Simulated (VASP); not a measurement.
# Mo: single point with r2SCAN

The system is Mo.

```xyz
2
Lattice="3.0874 0.0000 0.0000 0.0000 3.0874 0.0000 0.0000 0.0000 3.0874" Properties=species:S:1:pos:R:3 pbc="T T T"
Mo    0.0000    0.0000    0.0000
Mo    1.5437    1.5437    1.5437
```

This cell differs from its parent crystal: equal strain along all axes, cell held: -2.0 %.

```yaml
Program: VASP 6.6.1
Task: single point
Functional: r2SCAN
Potentials_or_basis: VASP PAW PBE potentials, release 64 (Mo_sv)
Cutoff: 520 eV
k_mesh: 16 × 16 × 16
Occupations: gaussian, width 0.1 eV
Spin: no spin polarisation
Dipole_correction: no
Further_INCAR_settings: ALGO = Normal; EDIFF = 1e-06; NBANDS = 21
```

```
Pressure               : 20.2 GPa
Band gap on the k mesh : zero (bands 14 and 15 overlap by 2.58 eV)
```

Levels at points of the mesh, in eV from the Fermi level:
| k point | band 12 | band 13 | band 14 | band 15 | band 16 | band 17 |
| --- | --- | --- | --- | --- | --- | --- |
| (0.00, 0.00, 0.00) | -1.57 | -1.57 | -1.57 | 1.99 | 1.99 | 4.48 |
| (0.50, 0.00, 0.00) | -3.06 | -0.75 | -0.75 | -0.75 | -0.75 | 0.93 |
| (0.50, 0.50, 0.00) | -3.92 | 1.83 | 1.83 | 2.01 | 2.01 | 2.76 |
| (0.50, 0.50, 0.50) | -2.97 | -2.97 | -2.97 | 2.91 | 2.91 | 2.91 |

Run time: 3.2 min on 1 thread of AMD EPYC 7R13 Processor (Zen 3) (shared host), peak memory 0.17 GiB.

Caveat: the cell differs from its parent crystal (equal strain along all axes, cell held: -2.0 %); the cell stands under pressure; the PAW data sets were made with another functional, which shifts forces and pressure a little.
